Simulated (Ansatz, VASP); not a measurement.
# Ir in VASP and in Ansatz

```
CELL_PARAMETERS angstrom
2.75138 -0.02751 0.00000
-1.39952 2.39652 0.00000
0.00000 0.00000 4.46229
ATOMIC_POSITIONS crystal
Ir 0.66667 0.33333 0.75000
Ir 0.33333 0.66667 0.25000
```

Change from the starting cell: strain -0.0200 x Voigt [0, 0, 0, 0, 0, 1], atoms carried along.

Alike in both runs: task single point; functional PBEsol; k mesh 18 × 18 × 12; occupations gaussian, width 0.15 eV; no spin polarisation.

```csv
,VASP,Ansatz
version,VASP 6.6.1,Ansatz 0.2.0
potentials or method,"VASP PAW PBE potentials, release 64 (Ir), cutoff 520 eV","scalar-relativistic, plane waves, PAW"
valence electrons in the cell,18,34
```

```csv
,VASP,Ansatz,Ansatz less VASP
gap on the k mesh at the Fermi level (eV),none,none,-
pressure (GPa),-11.6,-12.4,-0.73
"traceless stress, the component that is largest in VASP (GPa)",3.89,3.89,-0.004
rms of the force components (eV/Å),0.014,0.014,-0.0006
```

VASP's potentials were made for PBE, not for PBEsol. Atom by atom the forces differ by 0.001 eV/Å (rms over components). A gap of «none» marks a metal or a gap that the smearing closes. VASP's potentials hold 18 valence electrons a cell and Ansatz's 34, so a difference there can come from the potentials and not from the codes.

Spin-orbit coupling is off throughout.
